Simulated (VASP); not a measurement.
# Mg2ZnO3 (P-3m1) in VASP: a series of runs

The runs below take Mg2ZnO3 through single point, with LDA+U.

Everything below comes from runs of VASP 6.6.1. Logs are shortened: lines on timing, memory, paths and dates and some standing lists are left out, and cuts for length are marked.

### Step 1. The cell of the first run

The structure is trigonal, space group P-3m1 (No. 164). The conventional cell has a = 3.033 Å, b = 3.033 Å, c = 7.403 Å, α = 90.00°, β = 90.00°, γ = 120.00°. Within 2.8 Å of Mg (site symmetry 3m) lie 6 O at 2.12 to 2.14 Å. Zn (site symmetry -3m) has 6 O at 2.17 Å within 2.9 Å. O (site symmetry 3m) has 3 Mg at 2.12 Å and 3 Zn at 2.17 Å within 2.8 Å. O (site symmetry -3m) has 6 Mg at 2.14 Å within 2.8 Å.

### Step 2. Single point, LDA+U

Input file INCAR:

```
PREC     = Accurate       # precision mode
ENCUT    = 750            # plane-wave cutoff, eV
EDIFF    = 1E-6           # SCF threshold, eV
ISMEAR   = 0              # smearing method
SIGMA    = 0.01           # smearing width, eV
LREAL    = False          # projectors in reciprocal space
LASPH    = True           # aspherical terms in the spheres
NELM     = 200            # most SCF steps
ALGO     = Normal         # electronic algorithm
ISIF     = 2              # what is computed and relaxed
LWAVE    = False          # write WAVECAR
LCHARG   = False          # write CHGCAR
LDAU     = True           # DFT+U
LDAUTYPE = 2            
LDAUL    = -1 2 -1        # shell
LDAUU    = 0 2 0          # U, eV
LDAUJ    = 0 0 0        
LDAUPRINT= 1            
GGA      = CA             # functional
NBANDS   = 34             # bands
GGA_COMPAT= False
```

Input file KPOINTS:

```
regular mesh
0
Gamma
  12 12 4
```

Input file POSCAR:

```
Mg2ZnO3
1.0
    3.0330000000      0.0000000000      0.0000000000
   -1.5165000000      2.6266500000      0.0000000000
    0.0000000000      0.0000000000      7.4033200000
Mg Zn O
2 1 3
Direct
    0.3333333333      0.6666666667      0.6658000000
    0.6666666667      0.3333333333      0.3342000000
    0.0000000000      0.0000000000      0.0000000000
    0.3333333333      0.6666666667      0.1726200000
    0.6666666667      0.3333333333      0.8273800000
    0.0000000000      0.0000000000      0.5000000000
```

Potentials or basis: VASP PAW LDA potentials, release 64 (Mg_sv, Zn, O).

Run with:

```
cat potpaw_LDA.64/Mg_sv/POTCAR potpaw_LDA.64/Zn/POTCAR potpaw_LDA.64/O/POTCAR > POTCAR
mpirun -np 1 vasp_std > vasp.out
```

OUTCAR:

```text
PREC = Accurate
   ENCUT = 750
   EDIFF = 1E-6
   ISMEAR = 0
   LREAL = False
   LASPH = True
   NELM = 200
   ISIF = 2
   GGA = CA

 ion  position               nearest neighbor table
   1  0.333  0.667  0.666-   5 2.12   5 2.12   5 2.12
   2  0.667  0.333  0.334-   4 2.12   4 2.12   4 2.12
   3  0.000  0.000  0.000-   4 2.17   5 2.17   5 2.17   4 2.17   5 2.17   4 2.17
   4  0.333  0.667  0.173-   2 2.12   2 2.12   2 2.12   3 2.17   3 2.17   3 2.17
   5  0.667  0.333  0.827-   1 2.12   1 2.12   1 2.12   3 2.17   3 2.17   3 2.17
   6  0.000  0.000  0.500-

  LATTYP: Found a hexagonal cell.
 ALAT       =     3.0330000000
 C/A-ratio  =     2.4409231784

  Lattice vectors:

 A1 = (   3.0330000000,   0.0000000000,   0.0000000000)
 A2 = (  -1.5165000000,   2.6266500000,   0.0000000000)
 A3 = (   0.0000000000,   0.0000000000,   7.4033200000)

Analysis of symmetry for initial positions (statically):
=====================================================================
 Subroutine PRICEL returns:
 Original cell was already a primitive cell.

 Routine SETGRP: Setting up the symmetry group for a
 hexagonal supercell.

 Subroutine GETGRP returns: Found 12 space group operations
 (whereof 12 operations were pure point group operations)
 out of a pool of 24 trial point group operations.

The static configuration has the point symmetry D_3d.

Analysis of symmetry for dynamics (positions and initial velocities):
=====================================================================
 Subroutine PRICEL returns:
 Original cell was already a primitive cell.

 Routine SETGRP: Setting up the symmetry group for a
 hexagonal supercell.

 Subroutine GETGRP returns: Found 12 space group operations
 (whereof 12 operations were pure point group operations)
 out of a pool of 24 trial point group operations.

The dynamic configuration has the point symmetry D_3d.

 Subroutine INISYM returns: Found 12 space group operations
 (whereof 12 operations are pure point group operations),
 and found     1 'primitive' translations

----------------------------------------------------------------------------------------

                                     Primitive cell

  volume of cell :      58.9795

  direct lattice vectors                    reciprocal lattice vectors
     3.033000000  0.000000000  0.000000000     0.329706561  0.190356538  0.000000000
    -1.516500000  2.626650000  0.000000000     0.000000000  0.380713076  0.000000000
     0.000000000  0.000000000  7.403320000     0.000000000  0.000000000  0.135074534

  length of vectors
     3.033000000  3.032995627  7.403320000     0.380712527  0.380713076  0.135074534

  position of ions in fractional coordinates (direct lattice)
     0.333333333  0.666666667  0.665800000
     0.666666667  0.333333333  0.334200000
     0.000000000  0.000000000  0.000000000
     0.333333333  0.666666667  0.172620000
     0.666666667  0.333333333  0.827380000
     0.000000000  0.000000000  0.500000000

  ion indices of the primitive-cell ions
   primitive index   ion index
                 1           1
                 2           2
                 3           3
                 4           4
                 5           5
                 6           6

----------------------------------------------------------------------------------------

 KPOINTS: regular mesh

Automatic generation of k-mesh.
 Grid dimensions read from file:
 generate k-points for:   12   12    4

 Generating k-lattice:

[... 51 lines left out ...]
 SYSTEM =  unknown system
   PREC   = accura    normal or accurate (medium, high low for compatibility)
   ISTART =      0    job   : 0-new  1-cont  2-samecut
   ICHARG =      2    charge: 1-file 2-atom 10-const
   ISPIN  =      1    spin polarized calculation?
   LNONCOLLINEAR =      F non collinear calculations
   LSORBIT =      F    spin-orbit coupling
   LASPH  =      T    aspherical Exc in radial PAW
   ENCUT  =  750.0 eV  55.12 Ry    7.42 a.u.   6.77  6.77 16.53*2*pi/ulx,y,z
   NELM   =    200;   NELMIN=  2; NELMDL= -5     # of ELM steps
   EDIFF  = 0.1E-05   stopping-criterion for ELM
   LREAL  =      F    real-space projection
   EDIFFG = 0.1E-04   stopping-criterion for IOM
   NSW    =      0    number of steps for IOM
   IBRION =     -1    ionic relax: 0-MD 1-quasi-New 2-CG
   NFREE  =      0    steps in history (QN), initial steepest desc. (CG)
   ISIF   =      2    stress and relaxation
   ISYM   =      2    0-nonsym 1-usesym 2-fastsym
   POTIM  = 0.5000    time-step for ionic-motion
   TEBEG  =    0.0;   TEEND  =   0.0 temperature during run
   PSTRESS=    0.0 pullay stress
   NELECT =      50.0000    total number of electrons
   NUPDOWN=      -1.0000    fix difference up-down
   EMIN   =  10.00;   EMAX   =-10.00  energy-range for DOS
   EFERMI =   0.00;   METHOD = LEGACY
   ISMEAR =     0;   SIGMA  =   0.01  broadening in eV -4-tet -1-fermi 0-gaus
   EFERMI_NEDOS =   21; number of points for ismear=-14 and -15
   IALGO  =     38    algorithm
   IMIX   =      4    mixing-type and parameters
     AMIX     =   0.40;   BMIX     =  1.00
     AMIX_MAG =   1.60;   BMIX_MAG =  1.00
  volume/ion in A,a.u.               =       9.83        66.34
  Fermi-wavevector in a.u.,A,eV,Ry     =   1.549403  2.927948 32.662831  2.400650
  Thomas-Fermi vector in A             =   2.654215
   LORBIT       =      0    0 simple, 1 ext, 2 COOP (PROOUT), +10 PAW based schemes
 LDA+U is selected, type is set to LDAUTYPE =  2
   angular momentum for each species LDAUL =    -1    2   -1
   U (eV)           for each species LDAUU =   0.0  2.0  0.0
   J (eV)           for each species LDAUJ =   0.0  0.0  0.0
   GGA     = CA    functional components
   LHFCALC =     F    Hartree Fock is set to
   AEXX    =    0.0000 exact exchange contribution
   IVDW    =     0    specifies the selected vdW correction
   LEPSILON=     F    determine dielectric tensor
   LRPA    =     F    only Hartree local field effects (RPA)
 non-spin polarized calculation
 Gauss-broadening in eV      SIGMA  =   0.01
  energy-cutoff  :      750.00
  volume of cell :       58.98
 maximum number of plane-waves:      2793
   NGX = 13   NGY = 13   NGZ = 33

atom =   3  type =  2  l = 2

 onsite density matrix

spin component  1

  0.9935 -0.0000  0.0000 -0.0142  0.0000
 -0.0000  1.0047  0.0000 -0.0000 -0.0142
  0.0000  0.0000  0.9841  0.0000 -0.0000
 -0.0142 -0.0000  0.0000  1.0047  0.0000
  0.0000 -0.0142 -0.0000  0.0000  0.9935

spin component  2

  0.9935 -0.0000  0.0000 -0.0142  0.0000
 -0.0000  1.0047  0.0000 -0.0000 -0.0142
  0.0000  0.0000  0.9841  0.0000 -0.0000
 -0.0142 -0.0000  0.0000  1.0047  0.0000
  0.0000 -0.0142 -0.0000  0.0000  0.9935

 occupancies and eigenvectors

  o =  0.9839  v =  0.0000  0.5623  0.0087  0.0000  0.8269  0.0000  0.0000  0.0000  0.0000  0.0000      0.0000  0.0000  0.0000  0.0000  0.0000  0.0000  0.0000  0.0000  0.0000  0.0000
  o =  0.9839  v =  0.0000  0.0000  0.0000  0.0000  0.0000  0.0000  0.5623  0.0087  0.0000  0.8269      0.0000  0.0000  0.0000  0.0000  0.0000  0.0000  0.0000  0.0000  0.0000  0.0000
  o =  0.9839  v =  0.0000  0.0000  0.0000  0.0000  0.0000 -0.8269 -0.0000  0.0000 -0.5623  0.0000      0.0000  0.0000  0.0000  0.0000  0.0000  0.0000  0.0000  0.0000  0.0000  0.0000
  o =  0.9839  v = -0.8269 -0.0000  0.0000 -0.5623  0.0000  0.0000  0.0000  0.0000  0.0000  0.0000      0.0000  0.0000  0.0000  0.0000  0.0000  0.0000  0.0000  0.0000  0.0000  0.0000
  o =  0.9841  v =  0.0000  0.0050 -1.0000 -0.0000  0.0072  0.0000  0.0000  0.0000  0.0000  0.0000      0.0000  0.0000  0.0000  0.0000  0.0000  0.0000  0.0000  0.0000  0.0000  0.0000
  o =  0.9841  v =  0.0000  0.0000  0.0000  0.0000  0.0000  0.0000  0.0050 -1.0000 -0.0000  0.0072      0.0000  0.0000  0.0000  0.0000  0.0000  0.0000  0.0000  0.0000  0.0000  0.0000
  o =  1.0143  v =  0.0000  0.8269  0.0000 -0.0000 -0.5623  0.0000  0.0000  0.0000  0.0000  0.0000      0.0000  0.0000  0.0000  0.0000  0.0000  0.0000  0.0000  0.0000  0.0000  0.0000
  o =  1.0143  v =  0.0000  0.0000  0.0000  0.0000  0.0000  0.0000  0.8269  0.0000 -0.0000 -0.5623      0.0000  0.0000  0.0000  0.0000  0.0000  0.0000  0.0000  0.0000  0.0000  0.0000
  o =  1.0143  v =  0.5623 -0.0000  0.0000 -0.8269  0.0000  0.0000  0.0000  0.0000  0.0000  0.0000      0.0000  0.0000  0.0000  0.0000  0.0000  0.0000  0.0000  0.0000  0.0000  0.0000
  o =  1.0143  v =  0.0000  0.0000  0.0000  0.0000  0.0000  0.5623 -0.0000  0.0000 -0.8269  0.0000      0.0000  0.0000  0.0000  0.0000  0.0000  0.0000  0.0000  0.0000  0.0000  0.0000

 number of electron      50.0000007 magnetization

 Free energy of the ion-electron system (eV)
  ---------------------------------------------------
  ext. energy  EPLUGINS =         0.00000000
  ---------------------------------------------------
  free energy    TOTEN  =       -36.65619669 eV

  energy without entropy =      -36.65619669  energy(sigma->0) =      -36.65619669

 E-fermi :   2.2877     XC(G=0): -12.0400

 val. band max:        2.1825423396   @ k =   0.0000   0.0000   0.5000
 cond. band min:       5.1394142753   @ k =   0.0000   0.0000   0.0000
 fundamental gap:      2.9568719357
 Fermi energy:         2.2876726215

 k-point     1 :       0.0000    0.0000    0.0000
  band No.  band energies     occupation
      1     -69.5049      2.00000
      2     -69.5008      2.00000
      3     -37.0354      2.00000
      4     -36.9973      2.00000
      5     -36.9823      2.00000
      6     -36.9822      2.00000
[... 877 lines left out ...]
     33      16.3075      0.00000
     34      16.7358      0.00000

 [... further k-points ...]

------------------------ aborting loop because EDIFF is reached ----------------------------------------

  FORCE on cell =-STRESS in cart. coord.  units (eV):
  Direction    XX          YY          ZZ          XY          YZ          ZX
  --------------------------------------------------------------------------------------
  -------------------------------------------------------------------------------------
  Total       -4.7004412     -4.7004232     -4.7591447      0.0000000      0.0000000      0.0000000
  in kB     -127.6874082   -127.6869173   -129.2820871      0.0000000      0.0000000      0.0000000
  external PRESSURE =    -128.2188042 kB  Pullay stress =       0.0000000 kB

 VOLUME and BASIS-vectors are now :
 -----------------------------------------------------------------------------
  energy-cutoff  :      750.00
  volume of cell :       58.98
      direct lattice vectors                 reciprocal lattice vectors
     3.033000000  0.000000000  0.000000000     0.329706561  0.190356538  0.000000000
    -1.516500000  2.626650000  0.000000000     0.000000000  0.380713076  0.000000000
     0.000000000  0.000000000  7.403320000     0.000000000  0.000000000  0.135074534

 POSITION                                       TOTAL-FORCE (eV/Angst)
 -----------------------------------------------------------------------------------
     -0.00000      1.75110      4.92913        -0.000000     -0.000000      0.023722
      1.51650      0.87555      2.47419         0.000000      0.000000     -0.023722
      0.00000      0.00000      0.00000        -0.000000      0.000000      0.000000
     -0.00000      1.75110      1.27796         0.000000      0.000000     -0.356574
      1.51650      0.87555      6.12536        -0.000000      0.000000      0.356574
      0.00000      0.00000      3.70166        -0.000000      0.000000      0.000000
 -----------------------------------------------------------------------------------
    total drift:                                0.000000     -0.000000      0.000000

  FREE ENERGIE OF THE ION-ELECTRON SYSTEM (eV)
  ---------------------------------------------------
  free  energy   TOTEN  =       -36.6561966857 eV

  energy  without entropy=      -36.6561966857  energy(sigma->0) =      -36.65619669
```

Wall time 2.3 min (1 thread of Intel Xeon 6975P-C (Granite Rapids), shared host); peak memory 0.33 GiB.

Results:

```
Free energy            : -36.6562 eV
Pressure               : -12.8 GPa
Largest force          : 0.357 eV/Å
Band gap on the k mesh : 2.96 eV (least direct gap 3.07 eV)
```

Forces on the atoms (eV/Å):
```
Mg   0.000  0.000  0.024
Mg   0.000  0.000 -0.024
Zn   0.000  0.000  0.000
O    0.000  0.000 -0.357
O    0.000  0.000  0.357
O    0.000  0.000  0.000
```

Stress tensor (GPa, compression positive):
```
-12.77   0.00   0.00
  0.00 -12.77   0.00
  0.00   0.00 -12.93
```

Eigenvalues of the final occupation matrices:
```csv
site,spin,trace,eigenvalues
site 3 d,1,4.98,0.98 0.98 0.98 1.01 1.01
site 3 d,2,4.98,0.98 0.98 0.98 1.01 1.01
```

Caveat: the cell stands under tension.

### Step 3. Single point, LDA+U

Input file INCAR:

```
SYSTEM = Mg2ZnO3
  ALGO = Normal
  EDIFF = 1E-6
  ENCUT = 750
  GGA = CA
  GGA_COMPAT = .FALSE.
  ISIF = 2
  ISMEAR = 0
  LASPH = .TRUE.
  LCHARG = .FALSE.
  LDAU = .TRUE.
  LDAUJ = 0 0 0
  LDAUL = -1 2 -1
  LDAUPRINT = 1
  LDAUTYPE = 2
  LDAUU = 0 6 0
  LREAL = .FALSE.
  LWAVE = .FALSE.
  NBANDS = 34
  NELM = 200
  PREC = Accurate
  SIGMA = 0.01
```

Input file KPOINTS:

```
k-points
0
G
  12 12 4
  0 0 0
```

POSCAR is that of step 2.

Potentials or basis: VASP PAW LDA potentials, release 64 (Mg_sv, Zn, O).

Run with:

```
cat potpaw_LDA.64/Mg_sv/POTCAR potpaw_LDA.64/Zn/POTCAR potpaw_LDA.64/O/POTCAR > POTCAR
mpirun -np 1 vasp_std > vasp.out
```

Wall time 4 min (1 thread of Intel Xeon Platinum 8488C (Sapphire Rapids), shared host); peak memory 0.33 GiB.

The run converged. Its results:

| Quantity | Value |
| --- | --- |
| Free energy | -36.6564 eV |
| Pressure | -15.6 GPa |
| Largest force | 0.701 eV/Å |
| Band gap on the k mesh | 3.15 eV (least direct gap 3.30 eV) |

Forces in eV/Å, atoms in the order of the input:
```
Mg   0.000  0.000  0.051
Mg   0.000  0.000 -0.051
Zn   0.000  0.000  0.000
O    0.000  0.000 -0.701
O    0.000  0.000  0.701
O    0.000  0.000  0.000
```

Stress tensor (GPa, compression positive):
```
-15.54   0.00   0.00
  0.00 -15.54   0.00
  0.00   0.00 -15.73
```

Levels at points of the mesh, in eV from the valence-band top:
```
           k point  band 22  band 23  band 24  band 25  band 26  band 27  band 28  band 29
(0.00, 0.00, 0.00)    -0.18    -0.18    -0.15    -0.15     3.15     6.54     6.74    11.19
(0.50, 0.00, 0.00)    -1.40    -0.96    -0.92    -0.48     6.61     7.65     8.65     9.51
(0.00, 0.00, 0.50)    -0.47    -0.47     0.00     0.00     4.25     5.40     7.03    11.40
(0.50, 0.00, 0.50)    -1.47    -1.14    -0.36    -0.33     6.84     6.89     9.11    10.31
```

Eigenvalues of the final occupation matrices:
| site | spin | trace | eigenvalues |
| --- | --- | --- | --- |
| site 3 d | 1 | 5.02 | 0.99 0.99 0.99 1.02 1.02 |
| site 3 d | 2 | 5.02 | 0.99 0.99 0.99 1.02 1.02 |

Caveat: the cell stands under tension.
